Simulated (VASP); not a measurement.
**Cd: single point with PBE**

Cd:

```
Cd
1.0
     1.60803    0.92840    2.44929
    -1.60803    0.92840    2.44929
     0.00000   -1.85679    2.44929
Cd
1
Direct
  0.00000 0.00000 0.00000
```

- Program: VASP 6.6.1
- Task: single point
- Functional: PBE
- Potentials or basis: VASP PAW PBE potentials, release 64 (Cd)
- Cutoff: 500 eV
- k mesh: 6 × 2 × 4
- Occupations: gaussian, width 0.1 eV
- Spin: no spin polarisation

```yaml
Pressure: 1.7 GPa
Band_gap_on_the_k_mesh: zero (band 6 reaches 3.61 eV, above the bottom of band 7 at 1.19 eV)
```

Stress tensor (GPa, compression positive):
```
-4.17 -3.65 -7.33
-3.65 -4.25  2.71
-7.33  2.71 13.42
```

Levels at points of the mesh, in eV from the Fermi level:
```tsv
k point	band 4	band 5	band 6	band 7	band 8	band 9
(0.00, 0.00, 0.00)	-8.49	-8.45	-8.44	13.71	14.38	14.39
(0.50, 0.00, 0.00)	-8.18	-8.04	-2.18	-1.36	12.71	12.80
(0.00, 0.50, 0.00)	-8.18	-8.03	-2.18	-1.37	12.71	12.81
(0.50, 0.50, 0.00)	-8.00	-7.95	-0.54	1.62	6.29	7.81
(0.00, 0.00, 0.50)	-8.18	-8.04	-2.18	-1.36	12.71	12.80
(0.50, 0.00, 0.50)	-8.00	-7.96	-0.55	1.63	6.29	7.80
(0.00, 0.50, 0.50)	-8.00	-7.95	-0.54	1.62	6.29	7.81
(0.50, 0.50, 0.50)	-8.04	-8.03	-1.67	-0.22	11.72	11.73
```

Run time: 8.6 s on 1 thread of Intel Xeon 8259CL, on a shared host, peak memory 0.14 GiB.

Caveat: the k points lie up to 1.21 Å⁻¹ apart.
